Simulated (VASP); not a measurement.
Input of a VASP 6.6.1 run:

POSCAR

```
TePb
1.0
    0.0000000000      3.2686743700      3.2686743700
    3.2686743700      0.0000000000      3.2686743700
    3.2686743700      3.2686743700      0.0000000000
Te Pb
1 1
Direct
    0.5000000000      0.5000000000      0.5000000000
    0.0000000000      0.0000000000      0.0000000000
```

INCAR.step1

```
PREC     = Accurate       # precision mode
ENCUT    = 520            # plane-wave cutoff, eV
ISMEAR   = -1             # smearing method
SIGMA    = 0.02           # smearing width, eV
LREAL    = False          # projectors in reciprocal space
LASPH    = True           # aspherical terms in the spheres
NELM     = 150            # most SCF steps
LNONCOLLINEAR= True           # non-collinear magnetism
MAGMOM   = 0 0 0 0 0 0    # initial moments
LSORBIT  = True           # spin-orbit coupling
GGA_COMPAT= False        
NBANDS   = 32             # bands
GGA      = PE             # functional
ALGO     = Normal         # electronic algorithm
EDIFF    = 1E-4           # SCF threshold, eV
LWAVE    = True           # write WAVECAR
LCHARG   = False          # write CHGCAR
```

INCAR.step2

```
PREC     = Accurate       # precision mode
ENCUT    = 520            # plane-wave cutoff, eV
EDIFF    = 1E-6           # SCF threshold, eV
ISMEAR   = -1             # smearing method
SIGMA    = 0.02           # smearing width, eV
LREAL    = False          # projectors in reciprocal space
LASPH    = True           # aspherical terms in the spheres
NELM     = 150            # most SCF steps
ALGO     = Normal         # electronic algorithm
ISIF     = 2              # what is computed and relaxed
LWAVE    = False          # write WAVECAR
LCHARG   = False          # write CHGCAR
LNONCOLLINEAR= True           # non-collinear magnetism
MAGMOM   = 0 0 0 0 0 0    # initial moments
LORBIT   = 11             # projections on sites
LSORBIT  = True           # spin-orbit coupling
GGA_COMPAT= False        
LORBMOM  = True         
METAGGA  = R2SCAN         # meta-GGA
LMIXTAU  = True         
NBANDS   = 32             # bands
ISTART   = 1
```

File KPOINTS:

```
regular mesh
0
Gamma
  8 8 8
```

Potentials or basis: VASP PAW PBE potentials, release 64 (Te, Pb_d).

Command:

```sh
$ cat potpaw_PBE.64/Te/POTCAR potpaw_PBE.64/Pb_d/POTCAR > POTCAR
$ cp INCAR.step1 INCAR
$ mpirun -np 1 vasp_ncl > vasp.out
$ cp INCAR.step2 INCAR
$ mpirun -np 1 vasp_ncl > vasp.out
```

**Question.** Predict the net moment.

**Answer.** 0.00 μB per cell.

**Question.** Predict the pressure.

**Answer.** -0.1 GPa.

Moments on the atoms (μB; x, y, z):
```
Te  0.00 0.00 0.00
Pb  0.00 0.00 0.00
```

Caveat: the PAW data sets were made with another functional, which shifts forces and pressure a little.
